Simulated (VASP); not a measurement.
# HgTe in VASP: settings compared, part 2 of 2

VASP 6.6.1. Earlier steps stand in the parts before.

## (3) Single point, r2SCAN (epitaxial xy strain +1.0%)

The input, POSCAR:

```
HgTe
1.0
    0.0000000000      3.3220494652      3.2379927024
    3.3220494652      0.0000000000      3.2379927024
    3.3220494652      3.3220494652      0.0000000000
Hg Te
1 1
Direct
    0.0000000000      0.0000000000      0.0000000000
    0.2500000000      0.2500000000      0.2500000000
```

The input, INCAR.step1:

```
PREC = Accurate
ENCUT = 520
ISMEAR = -1
SIGMA = 0.02
LREAL = F
LASPH = T
NELM = 60
NBANDS = 16
GGA = PE
ALGO = Normal
EDIFF = 1E-4
LWAVE = T
LCHARG = F
```

The input, INCAR.step2:

```
PREC = Accurate
ENCUT = 520
EDIFF = 1E-6
ISMEAR = -1
SIGMA = 0.02
LREAL = F
LASPH = T
NELM = 60
ALGO = Normal
ISIF = 2
LWAVE = F
LCHARG = T
METAGGA = R2SCAN
LMIXTAU = T
LELF = T
LVHAR = T
NBANDS = 16
ISTART = 1
```

The input, KPOINTS:

```
regular mesh
0
Gamma
  6 6 6
```

Potentials or basis: VASP PAW PBE potentials, release 64 (Hg, Te).

Launch:

```console
> cat potpaw_PBE.64/Hg/POTCAR potpaw_PBE.64/Te/POTCAR > POTCAR
> cp INCAR.step1 INCAR
> mpirun -np 1 vasp_std > vasp.out
> cp INCAR.step2 INCAR
> mpirun -np 1 vasp_std > vasp.out
```

OUTCAR:

```text
PREC = Accurate
   ENCUT = 520
   EDIFF = 1E-6
   ISMEAR = -1
   LREAL = F
   LASPH = T
   NELM = 60
   ISIF = 2
   METAGGA = R2SCAN
   ISTART = 1

 ion  position               nearest neighbor table
   1  0.000  0.000  0.000-   2 2.85   2 2.85   2 2.85   2 2.85
   2  0.250  0.250  0.250-   1 2.85   1 2.85   1 2.85   1 2.85

  LATTYP: Found a body centered tetragonal cell.
 ALAT       =     4.6980874086
 C/A-ratio  =     1.3784301656

  Lattice vectors:

 A1 = (   0.0000000000,  -3.3220494652,  -3.2379927024)
 A2 = (   0.0000000000,   3.3220494652,  -3.2379927024)
 A3 = (   3.3220494652,   0.0000000000,   3.2379927024)

Analysis of symmetry for initial positions (statically):
=====================================================================
 Subroutine PRICEL returns:
 Original cell was already a primitive cell.

 Routine SETGRP: Setting up the symmetry group for a
 body centered tetragonal supercell.

 Subroutine GETGRP returns: Found  8 space group operations
 (whereof  8 operations were pure point group operations)
 out of a pool of 16 trial point group operations.

The static configuration has the point symmetry D_2d.

[... 160 lines left out ...]
 E-fermi :   2.2995     XC(G=0):  -9.0442

 val. band max:        2.2516752005   @ k =   0.0000   0.0000   0.0000
 cond. band min:       2.3316254876   @ k =   0.0000   0.0000   0.0000
 fundamental gap:      0.0799502871
 Fermi energy:         2.2995418415

 k-point     1 :       0.0000    0.0000    0.0000
  band No.  band energies     occupation
      1      -9.7162      2.00000
      2      -5.0399      2.00000
      3      -5.0399      2.00000
      4      -5.0357      2.00000
      5      -4.5444      2.00000
      6      -4.5302      2.00000
[... 433 lines left out ...]
      3      -4.7714      2.00000
      4      -4.6922      2.00000
      5      -4.4967      2.00000
      6      -4.2211      2.00000
[... 8 lines left out ...]
     15      13.1146      0.00000
     16      13.9758      0.00000

 [... further k-points ...]

------------------------ aborting loop because EDIFF is reached ----------------------------------------

  FORCE on cell =-STRESS in cart. coord.  units (eV):
  Direction    XX          YY          ZZ          XY          YZ          ZX
  --------------------------------------------------------------------------------------
  -------------------------------------------------------------------------------------
  Total       -0.1210484     -0.1210484      0.0288038      0.0000000      0.0000000      0.0000000
  in kB       -2.7136353     -2.7136353      0.6457176      0.0000000      0.0000000      0.0000000
  external PRESSURE =      -1.5938510 kB  Pullay stress =       0.0000000 kB

 VOLUME and BASIS-vectors are now :
 -----------------------------------------------------------------------------
  energy-cutoff  :      520.00
  volume of cell :       71.47
      direct lattice vectors                 reciprocal lattice vectors
     0.000000000  3.322049465  3.237992702    -0.150509499  0.150509499  0.154416654
     3.322049465  0.000000000  3.237992702     0.150509499 -0.150509499  0.154416654
     3.322049465  3.322049465  0.000000000     0.150509499  0.150509499 -0.154416654

 POSITION                                       TOTAL-FORCE (eV/Angst)
 -----------------------------------------------------------------------------------
      0.00000      0.00000      0.00000         0.000000      0.000000      0.000000
      1.66102      1.66102      1.61900        -0.000000     -0.000000      0.000000
 -----------------------------------------------------------------------------------
    total drift:                                0.000000      0.000000      0.000000

  FREE ENERGIE OF THE ION-ELECTRON SYSTEM (eV)
  ---------------------------------------------------
  free  energy   TOTEN  =       -75.1528390237 eV

  energy  without entropy=      -75.1526487410  energy(sigma->0) =      -75.15274388
```

OUTCAR.step1:

```text
PREC = Accurate
   ENCUT = 520
   ISMEAR = -1
   LREAL = F
   LASPH = T
   NELM = 60
[... 676 lines left out ...]
 -----------------------------------------------------------------------------------
      0.00000      0.00000      0.00000        -0.000000     -0.000000      0.000000
      1.66102      1.66102      1.61900         0.000000      0.000000      0.000000
 -----------------------------------------------------------------------------------
    total drift:                                0.000000      0.000000      0.000000

  FREE ENERGIE OF THE ION-ELECTRON SYSTEM (eV)
  ---------------------------------------------------
  free  energy   TOTEN  =        -3.6318827005 eV

  energy  without entropy=       -3.6316832380  energy(sigma->0) =       -3.63178297
```

Run time: 53 s. Hardware: 1 thread of Intel Xeon 6975P-C (Granite Rapids), shared host; peak memory 0.23 GiB.

Results:

* Free energy: -75.1528 eV
* Pressure: -0.2 GPa
* Band gap on the k mesh: 0.08 eV

Levels at points of the mesh, in eV from the valence-band top:
```
           k point  band 6  band 7  band 8  band 9  band 10  band 11  band 12  band 13
(0.00, 0.00, 0.00)   -6.78   -0.54    0.00    0.00     0.08     4.70     4.71     4.71
(0.50, 0.00, 0.00)   -6.50   -5.24   -0.94   -0.83     0.96     5.39     5.53     7.17
(0.50, 0.50, 0.00)   -6.34   -5.16   -2.15   -2.15     2.00     2.84     8.62     9.23
(0.50, 0.00, 0.50)   -6.38   -5.28   -2.08   -2.02     2.19     2.94     8.45     9.15
```

Caveat: the cell differs from its parent crystal (epitaxial xy strain +1.0%); the PAW data sets were made with another functional, which shifts forces and pressure a little; spin-orbit coupling is left out, which moves the levels of the heavy elements.

## (4) Single point, r2SCAN, non-collinear spin, zero start, spin-orbit coupling

This run uses another cell than the first one, of 35.58 Å³/atom.

The input, POSCAR:

```
HgTe
1.0
    0.0000000000      3.2891578863      3.2891578863
    3.2891578863      0.0000000000      3.2891578863
    3.2891578863      3.2891578863      0.0000000000
Hg Te
1 1
Direct
    0.0000000000      0.0000000000      0.0000000000
    0.2500000000      0.2500000000      0.2500000000
```

The input, INCAR.step1:

```
ALGO = Normal
EDIFF = 1E-4
ENCUT = 520
GGA = PE
GGA_COMPAT = False
ISMEAR = -1
LASPH = True
LCHARG = False
LREAL = False
LSORBIT = True
LWAVE = True
MAGMOM = 0 0 0 0 0 0
NBANDS = 30
NELM = 150
PREC = Accurate
SIGMA = 0.02
```

The input, INCAR.step2:

```
ALGO = Normal
EDIFF = 1E-6
ENCUT = 520
GGA_COMPAT = False
ISIF = 2
ISMEAR = -1
ISTART = 1
LASPH = True
LCHARG = False
LMIXTAU = True
LORBIT = 11
LORBMOM = True
LREAL = False
LSORBIT = True
LWAVE = False
MAGMOM = 0 0 0 0 0 0
METAGGA = R2SCAN
NBANDS = 30
NELM = 150
PREC = Accurate
SIGMA = 0.02
```

The input, KPOINTS:

```
k-points
0
Gamma
  6 6 6
```

Launch:

```console
> cat potpaw_PBE.64/Hg/POTCAR potpaw_PBE.64/Te/POTCAR > POTCAR
> cp INCAR.step1 INCAR
> mpirun -np 1 vasp_ncl > vasp.out
> cp INCAR.step2 INCAR
> mpirun -np 1 vasp_ncl > vasp.out
```

Run time: 4.6 min. Hardware: 1 thread of Intel Xeon 6975P-C (Granite Rapids), shared host; peak memory 0.48 GiB.

It converged, with:

* Free energy: -75.5332 eV
* Pressure: -0.2 GPa
* Net moment: 0.00 μB per cell
* Valence electrons inside the program's atomic spheres: Hg 10.48; Te 3.39

Moments on the atoms (μB; x, y, z):
```
Hg  0.00 0.00 0.00
Te  0.00 0.00 0.00
```

Caveat: the PAW data sets were made with another functional, which shifts forces and pressure a little.

## (5) Single point, HSE06

This run uses another cell than the first one, of 35.58 Å³/atom.

POSCAR is that of step 4.

The input, INCAR.step1:

```
ALGO = Normal
EDIFF = 1E-5
ENCUT = 520
GGA = PE
ISIF = 2
ISMEAR = -1
LASPH = T
LREAL = F
LWAVE = T
NBANDS = 16
NELM = 100
PREC = Accurate
SIGMA = 0.02
```

The input, INCAR.step2:

```
ALGO = Normal
EDIFF = 1E-6
ENCUT = 520
GGA = PE
HFSCREEN = 0.2079
ISIF = 2
ISMEAR = -1
ISTART = 1
LASPH = T
LCHARG = T
LELF = T
LHFCALC = T
LREAL = F
LVHAR = T
LWAVE = F
NBANDS = 16
NELM = 100
PREC = Accurate
PRECFOCK = Normal
SIGMA = 0.02
```

The input, KPOINTS:

```
k-points
0
Gamma
  4 4 4
```

Potentials or basis: VASP PAW PBE potentials, release 64 (Hg, Te).

Launch:

```console
> cat potpaw_PBE.64/Hg/POTCAR potpaw_PBE.64/Te/POTCAR > POTCAR
> cp INCAR.step1 INCAR
> mpirun -np 1 vasp_std > vasp.out
> cp INCAR.step2 INCAR
> mpirun -np 1 vasp_std > vasp.out
```

OUTCAR:

```text
EDIFF = 1E-6
   ENCUT = 520
   GGA = PE
   HFSCREEN = 0.2079
   ISIF = 2
   ISMEAR = -1
   ISTART = 1
   LASPH = T
   LHFCALC = T
   LREAL = F
   NELM = 100
   PREC = Accurate
   PRECFOCK = Normal

 ion  position               nearest neighbor table
   1  0.000  0.000  0.000-   2 2.85   2 2.85   2 2.85   2 2.85
   2  0.250  0.250  0.250-   1 2.85   1 2.85   1 2.85   1 2.85

  LATTYP: Found a face centered cubic cell.
 ALAT       =     6.5783157726

  Lattice vectors:

 A1 = (   0.0000000000,   3.2891578863,   3.2891578863)
 A2 = (   3.2891578863,   0.0000000000,   3.2891578863)
 A3 = (   3.2891578863,   3.2891578863,   0.0000000000)

Analysis of symmetry for initial positions (statically):
=====================================================================
 Subroutine PRICEL returns:
 Original cell was already a primitive cell.

 Routine SETGRP: Setting up the symmetry group for a
 face centered cubic supercell.

[... 153 lines left out ...]
  free energy    TOTEN  =        -4.66848628 eV

  energy without entropy =       -4.66729281  energy(sigma->0) =       -4.66788955

 E-fermi :   2.1282     XC(G=0):  -7.0989

 val. band max:        2.1143587883   @ k =   0.0000   0.0000   0.0000
 cond. band min:       3.4648722227   @ k =   0.5000   0.0000   0.0000
 fundamental gap:      1.3505134344
 Fermi energy:         2.1282190881

 k-point     1 :       0.0000    0.0000    0.0000
  band No.  band energies     occupation
      1     -10.5230      2.00000
      2      -6.0583      2.00000
      3      -6.0583      2.00000
      4      -6.0583      2.00000
      5      -5.5871      2.00000
      6      -5.5871      2.00000
[... 129 lines left out ...]
      3      -5.8244      2.00000
      4      -5.6346      2.00000
      5      -5.6034      2.00000
      6      -4.9801      2.00000
[... 8 lines left out ...]
     15      14.0344      0.00000
     16      14.1112      0.00000

------------------------ aborting loop because EDIFF is reached ----------------------------------------

  FORCE on cell =-STRESS in cart. coord.  units (eV):
  Direction    XX          YY          ZZ          XY          YZ          ZX
  --------------------------------------------------------------------------------------
  -------------------------------------------------------------------------------------
  Total        0.0342704      0.0342704      0.0342704      0.0000000      0.0000000      0.0000000
  in kB        0.7715172      0.7715172      0.7715172      0.0000000      0.0000000      0.0000000
  external PRESSURE =       0.7715172 kB  Pullay stress =       0.0000000 kB

 VOLUME and BASIS-vectors are now :
 -----------------------------------------------------------------------------
  energy-cutoff  :      520.00
  volume of cell :       71.17
      direct lattice vectors                 reciprocal lattice vectors
     0.000000000  3.289157886  3.289157886    -0.152014594  0.152014594  0.152014594
     3.289157886  0.000000000  3.289157886     0.152014594 -0.152014594  0.152014594
     3.289157886  3.289157886  0.000000000     0.152014594  0.152014594 -0.152014594

 POSITION                                       TOTAL-FORCE (eV/Angst)
 -----------------------------------------------------------------------------------
      0.00000      0.00000      0.00000         0.000000      0.000000      0.000000
      1.64458      1.64458      1.64458        -0.000000     -0.000000     -0.000000
 -----------------------------------------------------------------------------------
    total drift:                               -0.000036     -0.000026     -0.000025

  FREE ENERGIE OF THE ION-ELECTRON SYSTEM (eV)
  ---------------------------------------------------
  free  energy   TOTEN  =        -4.6684862845 eV

  energy  without entropy=       -4.6672928104  energy(sigma->0) =       -4.66788955
```

OUTCAR.step1:

```text
EDIFF = 1E-5
   ENCUT = 520
   GGA = PE
   ISIF = 2
   ISMEAR = -1
[... 354 lines left out ...]
 -----------------------------------------------------------------------------------
      0.00000      0.00000      0.00000        -0.000000     -0.000000     -0.000000
      1.64458      1.64458      1.64458         0.000000      0.000000      0.000000
 -----------------------------------------------------------------------------------
    total drift:                               -0.000000     -0.000000     -0.000000

  FREE ENERGIE OF THE ION-ELECTRON SYSTEM (eV)
  ---------------------------------------------------
  free  energy   TOTEN  =        -3.5580831977 eV

  energy  without entropy=       -3.5568897336  energy(sigma->0) =       -3.55748647
```

It took 6.1 min on 1 thread of Intel Xeon 6975P-C (Granite Rapids), shared host; peak memory 0.32 GiB.

Results:

* Free energy: -4.6685 eV
* Pressure: 0.1 GPa
* Band gap on the k mesh: zero (filled and empty bands touch)

Caveat: the k points lie up to 0.41 Å⁻¹ apart; the PAW data sets were made with another functional, which shifts forces and pressure a little; spin-orbit coupling is left out, which moves the levels of the heavy elements.

## (6) The runs side by side

```tsv
level	spin	cell	k mesh	grid for exact exchange (PRECFOCK)	share of exact exchange	screening parameter	gap on the mesh (eV)	pressure (GPa)
r2SCAN	off	a = 4.660, b = 4.660, c = 4.605 Å, angles 60.4, 60.4, 59.2°, 2 atoms	6 × 6 × 6	-	-	-	none	0.3
r2SCAN	off	a = 4.639, b = 4.639, c = 4.698 Å, angles 59.6, 59.6, 60.8°, 2 atoms	6 × 6 × 6	-	-	-	0.08	-0.2
r2SCAN	non-collinear, zero start, SOC	a = 4.652 Å, angles 60.0°, 2 atoms	6 × 6 × 6	-	-	-	-	-0.2
HSE06	off	a = 4.652 Å, angles 60.0°, 2 atoms	4 × 4 × 4	Normal	0.25	0.2079 1/Å	none	0.1
```

Alike in all rows: task single point; potentials or basis VASP PAW PBE potentials, release 64 (Hg, Te); cutoff (eV) 520; smearing fermi-dirac 0.02 eV.

Caveats: some runs use coarse meshes; the PAW data sets were made with another functional, which shifts forces and pressure a little; spin-orbit coupling is left out, which moves the levels of the heavy elements (at least some runs); semilocal functionals underestimate gaps, and a narrow one can read as zero (at least some runs).

Absolute energies hang on the potentials; compare differences alone.

The gap in the log of VASP goes by the Fermi energy; the results here count the filled bands.